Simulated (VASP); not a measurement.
Here is a VASP 6.6.1 calculation.

Contents of INCAR:

```
SYSTEM = Sn2Bi2S
PREC     = Accurate       ! precision mode
ENCUT    = 520            ! plane-wave cutoff, eV
EDIFF    = 1E-6           ! SCF threshold, eV
ISMEAR   = 0              ! smearing method
SIGMA    = 0.1            ! smearing width, eV
LREAL    = .False.        ! projectors in reciprocal space
LASPH    = .True.         ! aspherical terms in the spheres
NELM     = 60             ! most SCF steps
ALGO     = Normal         ! electronic algorithm
ISIF     = 2              ! what is computed and relaxed
LWAVE    = .False.        ! write WAVECAR
LCHARG   = .True.         ! write CHGCAR
GGA      = PE             ! functional
LELF     = .True.         ! ELF
LVHAR    = .True.       
NBANDS   = 40             ! bands
```

Contents of KPOINTS:

```
regular mesh
0
Gamma
  12 12 4
  0 0 0
```

The input POSCAR:

```
Sn2Bi2S
1.0
    4.2992014854      0.0000000000      0.0000000000
   -2.1496007427      3.7232177024      0.0000000000
    0.0000000000      0.0000000000      9.1980965308
Sn Bi S
2 2 1
Direct
    0.3333333333      0.6666666667      0.5992286747
    0.6666666667      0.3333333333      0.4007713253
    0.3333333333      0.6666666667      0.1913755437
    0.6666666667      0.3333333333      0.8086244563
    0.0000000000      0.0000000000      0.0000000000
```

Potentials or basis: VASP PAW PBE potentials, release 64 (Sn_d, Bi_d, S).

Command:

```bash
$ cat potpaw_PBE.64/Sn_d/POTCAR potpaw_PBE.64/Bi_d/POTCAR potpaw_PBE.64/S/POTCAR > POTCAR
$ mpirun -np 1 vasp_std > vasp.out
```

(1) What does it give for the band gap on the k mesh?

(2) What does it give for the pressure?

Results:

(1) zero (bands 32 and 33 overlap by 1.83 eV).

(2) -0.1 GPa.

Caveat: spin-orbit coupling is left out, which moves the levels of the heavy elements.
